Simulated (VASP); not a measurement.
A run of VASP 6.6.1:

The input POSCAR:

```
Ge
1.0
    4.7441646987      0.0000000000      0.0000000000
   -2.3720823493      4.1085671488      0.0000000000
    0.0000000000      0.0000000000      2.6614323862
Ge
3
Direct
    1.0000000000      0.0000000000      0.0000000000
    0.3333333333      0.6666666667      0.5000000000
    0.6666666667      0.3333333333      0.5000000000
```

Contents of INCAR.step1:

```
SYSTEM = Ge
PREC     = Accurate       ! precision mode
ENCUT    = 520            ! plane-wave cutoff, eV
ISMEAR   = -1             ! smearing method
SIGMA    = 0.1            ! smearing width, eV
LREAL    = .False.        ! projectors in reciprocal space
LASPH    = .True.         ! aspherical terms in the spheres
NELM     = 100            ! most SCF steps
NBANDS   = 28             ! bands
GGA      = PE             ! functional
ALGO     = Normal         ! electronic algorithm
EDIFF    = 1E-4           ! SCF threshold, eV
LWAVE    = .True.         ! write WAVECAR
LCHARG   = .False.        ! write CHGCAR
```

Contents of INCAR.step2:

```
SYSTEM = Ge
PREC     = Accurate       ! precision mode
ENCUT    = 520            ! plane-wave cutoff, eV
EDIFF    = 1E-7           ! SCF threshold, eV
ISMEAR   = -1             ! smearing method
SIGMA    = 0.1            ! smearing width, eV
LREAL    = .False.        ! projectors in reciprocal space
LASPH    = .True.         ! aspherical terms in the spheres
NELM     = 100            ! most SCF steps
ALGO     = Normal         ! electronic algorithm
ISIF     = 2              ! what is computed and relaxed
LWAVE    = .False.        ! write WAVECAR
LCHARG   = .False.        ! write CHGCAR
METAGGA  = R2SCAN         ! meta-GGA
LMIXTAU  = .True.       
NBANDS   = 28             ! bands
ISTART   = 1
```

File KPOINTS:

```
Automatic mesh
0
Gamma
  9 9 13
  0 0 0
```

Potentials or basis: VASP PAW PBE potentials, release 64 (Ge_d).

Run with:

```console
$ cat potpaw_PBE.64/Ge_d/POTCAR > POTCAR
$ cp INCAR.step1 INCAR
$ mpirun -np 1 vasp_std > vasp.out
$ cp INCAR.step2 INCAR
$ mpirun -np 1 vasp_std > vasp.out
```

Hardware: 1 thread of AMD EPYC 9R45 96-Core Processor (Zen 5), on a shared host.

Q: Estimate the wall time of this run.

A: It took 4.7 min on 1 thread of AMD EPYC 9R45 96-Core Processor (Zen 5) (shared host), peak memory 0.2 GiB. Counts: k points 84.
